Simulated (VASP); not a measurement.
# CdTe (CsCl type) (Pm-3m) in VASP: a series of runs, part 4 of 5

VASP 6.6.1. The steps go on from the part before.

## Step 5: Single point, PBEsol, collinear spin, zero start

This run uses another cell than the first one, of 25.34 Å³/atom, 1.111 times its volume.

File INCAR:

```
  PREC = Accurate
  ENCUT = 520
  EDIFF = 1E-6
  ISMEAR = 1
  SIGMA = 0.005
  LREAL = False
  LASPH = True
  NELM = 150
  ALGO = Normal
  ISIF = 2
  LWAVE = False
  LCHARG = False
  ISPIN = 2
  MAGMOM = 0 0
  LORBIT = 11
  GGA = PS
  NBANDS = 20
```

File KPOINTS:

```
Automatic mesh
0
Gamma
  13 13 13
```

File POSCAR:

```
CdTe
1.0
    3.7006232649      0.0000000000      0.0000000000
    0.0000000000      3.7006232649      0.0000000000
    0.0000000000      0.0000000000      3.7006232649
Cd Te
1 1
Direct
    0.0000000000      0.0000000000      0.0000000000
    0.5000000000      0.5000000000      0.5000000000
```

Potentials or basis: VASP PAW PBE potentials, release 64 (Cd, Te).

On the command line:

```bash
cat potpaw_PBE.64/Cd/POTCAR potpaw_PBE.64/Te/POTCAR > POTCAR
mpirun -np 1 vasp_std > vasp.out
```

OUTCAR:

```text
PREC = Accurate
   ENCUT = 520
   EDIFF = 1E-6
   ISMEAR = 1
   LREAL = False
   LASPH = True
   NELM = 150
   ISIF = 2
   ISPIN = 2
   LORBIT = 11
   GGA = PS

 ion  position               nearest neighbor table
   1  0.000  0.000  0.000-   2 3.20   2 3.20   2 3.20   2 3.20   2 3.20   2 3.20   2 3.20   2 3.20

   2  0.500  0.500  0.500-   1 3.20   1 3.20   1 3.20   1 3.20   1 3.20   1 3.20   1 3.20   1 3.20

  LATTYP: Found a simple cubic cell.
 ALAT       =     3.7006232649

  Lattice vectors:

 A1 = (   3.7006232649,   0.0000000000,   0.0000000000)
 A2 = (   0.0000000000,   3.7006232649,   0.0000000000)
 A3 = (   0.0000000000,   0.0000000000,   3.7006232649)

Analysis of symmetry for initial positions (statically):
=====================================================================
 Subroutine PRICEL returns:
 Original cell was already a primitive cell.

 Routine SETGRP: Setting up the symmetry group for a
 simple cubic supercell.

 Subroutine GETGRP returns: Found 48 space group operations
 (whereof 48 operations were pure point group operations)
 out of a pool of 48 trial point group operations.

The static configuration has the point symmetry O_h .

Analysis of symmetry for dynamics (positions and initial velocities):
=====================================================================
 Subroutine PRICEL returns:
 Original cell was already a primitive cell.

 Routine SETGRP: Setting up the symmetry group for a
 simple cubic supercell.

 Subroutine GETGRP returns: Found 48 space group operations
 (whereof 48 operations were pure point group operations)
 out of a pool of 48 trial point group operations.

The dynamic configuration has the point symmetry O_h .

Analysis of structural, dynamic, and magnetic symmetry:
=====================================================================
 Subroutine PRICEL returns:
 Original cell was already a primitive cell.

 Routine SETGRP: Setting up the symmetry group for a
 simple cubic supercell.

 Subroutine GETGRP returns: Found 48 space group operations
 (whereof 48 operations were pure point group operations)
 out of a pool of 48 trial point group operations.

The overall configuration has the point symmetry O_h .

 Subroutine INISYM returns: Found 48 space group operations
 (whereof 48 operations are pure point group operations),
 and found     1 'primitive' translations

----------------------------------------------------------------------------------------

                                     Primitive cell

  volume of cell :      50.6786

  direct lattice vectors                    reciprocal lattice vectors
     3.700623265  0.000000000  0.000000000     0.270224751  0.000000000  0.000000000
     0.000000000  3.700623265  0.000000000     0.000000000  0.270224751  0.000000000
     0.000000000  0.000000000  3.700623265     0.000000000  0.000000000  0.270224751

  length of vectors
     3.700623265  3.700623265  3.700623265     0.270224751  0.270224751  0.270224751

  position of ions in fractional coordinates (direct lattice)
     0.000000000  0.000000000  0.000000000
     0.500000000  0.500000000  0.500000000

  ion indices of the primitive-cell ions
   primitive index   ion index
                 1           1
                 2           2

[... 69 lines left out ...]
   ENCUT  =  520.0 eV  38.22 Ry    6.18 a.u.   6.88  6.88  6.88*2*pi/ulx,y,z
   NELM   =    150;   NELMIN=  2; NELMDL= -5     # of ELM steps
   EDIFF  = 0.1E-05   stopping-criterion for ELM
   LREAL  =      F    real-space projection
   EDIFFG = 0.1E-04   stopping-criterion for IOM
   NSW    =      0    number of steps for IOM
   IBRION =     -1    ionic relax: 0-MD 1-quasi-New 2-CG
   NFREE  =      0    steps in history (QN), initial steepest desc. (CG)
   ISIF   =      2    stress and relaxation
   ISYM   =      2    0-nonsym 1-usesym 2-fastsym
   POTIM  = 0.5000    time-step for ionic-motion
   TEBEG  =    0.0;   TEEND  =   0.0 temperature during run
   PSTRESS=    0.0 pullay stress
   NELECT =      18.0000    total number of electrons
   NUPDOWN=      -1.0000    fix difference up-down
   EMIN   =  10.00;   EMAX   =-10.00  energy-range for DOS
   EFERMI =   0.00;   METHOD = LEGACY
   ISMEAR =     1;   SIGMA  =   0.01  broadening in eV -4-tet -1-fermi 0-gaus
   EFERMI_NEDOS =   21; number of points for ismear=-14 and -15
   IALGO  =     38    algorithm
   IMIX   =      4    mixing-type and parameters
     AMIX     =   0.40;   BMIX     =  1.00
     AMIX_MAG =   1.60;   BMIX_MAG =  1.00
  volume/ion in A,a.u.               =      25.34       171.00
  Fermi-wavevector in a.u.,A,eV,Ry     =   1.159376  2.190902 18.288293  1.344152
  Thomas-Fermi vector in A             =   2.295969
   LORBIT       =     11    0 simple, 1 ext, 2 COOP (PROOUT), +10 PAW based schemes
   GGA     = PS    functional components
   LHFCALC =     F    Hartree Fock is set to
   AEXX    =    0.0000 exact exchange contribution
   IVDW    =     0    specifies the selected vdW correction
   LEPSILON=     F    determine dielectric tensor
   LRPA    =     F    only Hartree local field effects (RPA)
 spin polarized calculation
 Methfessel and Paxton  Order N= 1 SIGMA  =   0.01
  energy-cutoff  :      520.00
  volume of cell :       50.68
 maximum number of plane-waves:      1379
 NGX is ok and might be reduce to    28
   NGX = 13   NGY = 13   NGZ = 13

 number of electron      18.0000009 magnetization       0.0000028

 number of electron      18.0000009 magnetization      -0.0000158

 Free energy of the ion-electron system (eV)
  ---------------------------------------------------
  ext. energy  EPLUGINS =         0.00000000
  ---------------------------------------------------
  free energy    TOTEN  =        -4.56105495 eV

  energy without entropy =       -4.56104000  energy(sigma->0) =       -4.56104997

 E-fermi :   5.2941     XC(G=0): -10.5504

 val. band max:        5.2938332373   @ k =   0.3077   0.1538   0.0000
 cond. band min:       5.3073966300   @ k =   0.4615   0.3077   0.2308
 fundamental gap:      0.0135633927
 Fermi energy:         5.2940813696

 spin component 1

 k-point     1 :       0.0000    0.0000    0.0000
  band No.  band energies     occupation
      1      -7.3412      1.00000
      2      -3.3153      1.00000
      3      -3.3153      1.00000
      4      -2.9985      1.00000
      5      -2.9985      1.00000
      6      -2.9985      1.00000
[... 541 lines left out ...]
     19      18.8343      0.00000
     20      20.0168      0.00000

 [... further k-points ...]

 spin component 2

 k-point     1 :       0.0000    0.0000    0.0000
  band No.  band energies     occupation
      1      -7.3412      1.00000
      2      -3.3153      1.00000
      3      -3.3153      1.00000
      4      -2.9985      1.00000
      5      -2.9985      1.00000
      6      -2.9985      1.00000
[... 541 lines left out ...]
     19      18.8343      0.00000
     20      20.0168      0.00000

 [... further k-points ...]

------------------------ aborting loop because EDIFF is reached ----------------------------------------

  FORCE on cell =-STRESS in cart. coord.  units (eV):
  Direction    XX          YY          ZZ          XY          YZ          ZX
  --------------------------------------------------------------------------------------
  -------------------------------------------------------------------------------------
  Total        0.0691107      0.0691107      0.0691107     -0.0000000      0.0000000     -0.0000000
  in kB        2.1848975      2.1848975      2.1848975     -0.0000000      0.0000000     -0.0000000
  external PRESSURE =       2.1848975 kB  Pullay stress =       0.0000000 kB

 VOLUME and BASIS-vectors are now :
 -----------------------------------------------------------------------------
  energy-cutoff  :      520.00
  volume of cell :       50.68
      direct lattice vectors                 reciprocal lattice vectors
     3.700623265  0.000000000  0.000000000     0.270224751  0.000000000  0.000000000
     0.000000000  3.700623265  0.000000000     0.000000000  0.270224751  0.000000000
     0.000000000  0.000000000  3.700623265     0.000000000  0.000000000  0.270224751

 POSITION                                       TOTAL-FORCE (eV/Angst)
 -----------------------------------------------------------------------------------
      0.00000      0.00000      0.00000         0.000000      0.000000      0.000000
      1.85031      1.85031      1.85031         0.000000      0.000000      0.000000
 -----------------------------------------------------------------------------------
    total drift:                               -0.000000      0.000000     -0.000000

  FREE ENERGIE OF THE ION-ELECTRON SYSTEM (eV)
  ---------------------------------------------------
  free  energy   TOTEN  =        -4.5610549534 eV

  energy  without entropy=       -4.5610400008  energy(sigma->0) =       -4.56104997

 total charge

# of ion       s       p       d       tot
------------------------------------------
    1        0.512   0.205   9.532  10.249
    2        1.417   1.856   0.039   3.313
--------------------------------------------------
tot          1.929   2.061   9.571  13.562

 magnetization (x)

# of ion       s       p       d       tot
------------------------------------------
    1        0.000  -0.000  -0.000  -0.000
    2       -0.000  -0.000  -0.000  -0.000
--------------------------------------------------
tot         -0.000  -0.000  -0.000  -0.000
```

OSZICAR:

```text
N       E                     dE             d eps       ncg     rms          rms(c)
DAV:   1     0.105947830676E+03    0.10595E+03   -0.84545E+03  6968   0.813E+02
DAV:   2    -0.754851852363E+00   -0.10670E+03   -0.98986E+02  7472   0.209E+02
DAV:   3    -0.471848904025E+01   -0.39636E+01   -0.39349E+01  8244   0.406E+01
DAV:   4    -0.474275261394E+01   -0.24264E-01   -0.24257E-01  7668   0.308E+00
DAV:   5    -0.474307254143E+01   -0.31993E-03   -0.31992E-03  7956   0.353E-01    0.706E+00
DAV:   6    -0.456979043512E+01    0.17328E+00   -0.21831E-01  7540   0.589E+00    0.502E+00
DAV:   7    -0.456235880588E+01    0.74316E-02   -0.30350E-02  7696   0.116E+00    0.193E+00
DAV:   8    -0.456108474536E+01    0.12741E-02   -0.31736E-03  7348   0.537E-01    0.163E-01
DAV:   9    -0.456105015241E+01    0.34593E-04   -0.19471E-04  8028   0.963E-02    0.588E-02
DAV:  10    -0.456105354131E+01   -0.33889E-05   -0.10677E-05  7556   0.285E-02    0.360E-02
DAV:  11    -0.456105504831E+01   -0.15070E-05   -0.26156E-06  7464   0.999E-03    0.123E-02
DAV:  12    -0.456105495335E+01    0.94961E-07   -0.94520E-08  3948   0.247E-03
   1 F= -.45610550E+01 E0= -.45610500E+01  d E =-.149526E-04  mag=    -0.0000
```

stdout:

```text
POSCAR found type information on POSCAR CdTe
 POSCAR found :  2 types and       2 ions
 scaLAPACK will be used
 -----------------------------------------------------------------------------
|                                                                             |
|                                                                             |
|     You enforced a specific xc type in the INCAR file but a different       |
|     I HOPE YOU KNOW WHAT YOU ARE DOING!                                     |
|                                                                             |
 -----------------------------------------------------------------------------

 LDA part: xc-table for (Slater+PW92), standard interpolation
 POSCAR, INCAR and KPOINTS ok, starting setup
 FFT: planning ... GRIDC
 FFT: planning ... GRID_SOFT
 FFT: planning ... GRID
 WAVECAR not read
 entering main loop
```

Run time: 41 s. Hardware: 1 thread of Intel Xeon 6975P-C (Granite Rapids), shared host; peak memory 0.26 GiB.

What came out:

```
Free energy                                           : -4.5611 eV
Pressure                                              : 0.2 GPa
Band gap on the k mesh                                : zero (filled and empty bands overlap)
Net moment                                            : 0.00 μB per cell
Valence electrons inside the program's atomic spheres : Cd 10.25; Te 3.31
```

Caveat: the PAW data sets were made with another functional, which shifts forces and pressure a little; spin-orbit coupling is left out, which moves the levels of the heavy elements.

(Part 4 of 5 ends here.)
